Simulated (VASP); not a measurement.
Set up this calculation in VASP 6.6.1, as the native input.

```yaml
Task: single point
Functional: PBE
Potentials_or_basis: VASP PAW PBE potentials, release 64 (Mg, S)
Cutoff: 520 eV
k_mesh: 6 × 6 × 6
Occupations: gaussian, width 0.01 eV
Spin: no spin polarisation
Dipole_correction: no
Further_INCAR_settings: ALGO = Normal; EDIFF = 1e-06; NBANDS = 11
```

The structure of MgS (Niningerite) lies in POSCAR:

```
MgS
1.0
    0.0000000205      2.6151242201      2.6151242611
    2.6151243225     -0.0000000410      2.6151243225
    2.6151242611      2.6151242201      0.0000000205
Mg S
1 1
Direct
    0.0000000000      0.0000000000      0.0000000000
    0.5000000000      0.5000000000      0.5000000000
```

One way to write it, as run:

INCAR

```
SYSTEM = MgS
PREC = Accurate
ENCUT = 520
EDIFF = 1E-6
ISMEAR = 0
SIGMA = 0.01
LREAL = .FALSE.
LASPH = .TRUE.
NELM = 80
ALGO = Normal
ISIF = 2
LWAVE = .FALSE.
LCHARG = .FALSE.
GGA = PE
NBANDS = 11
```

KPOINTS

```
Automatic mesh
0
G
  6 6 6
  0 0 0
```

Potentials or basis: VASP PAW PBE potentials, release 64 (Mg, S).

Run with:

```sh
$ cat potpaw_PBE.64/Mg/POTCAR potpaw_PBE.64/S/POTCAR > POTCAR
$ mpirun -np 1 vasp_std > vasp.out
```

Results of the run:

```json
{
  "Pressure": "-0.3 GPa",
  "Band gap on the k mesh": "2.74 eV, indirect (least direct gap 3.59 eV)"
}
```

It took 12 s on 1 thread of AMD EPYC 7R43 64-Core Processor (Zen 3), with other jobs on the host, peak memory 0.12 GiB.
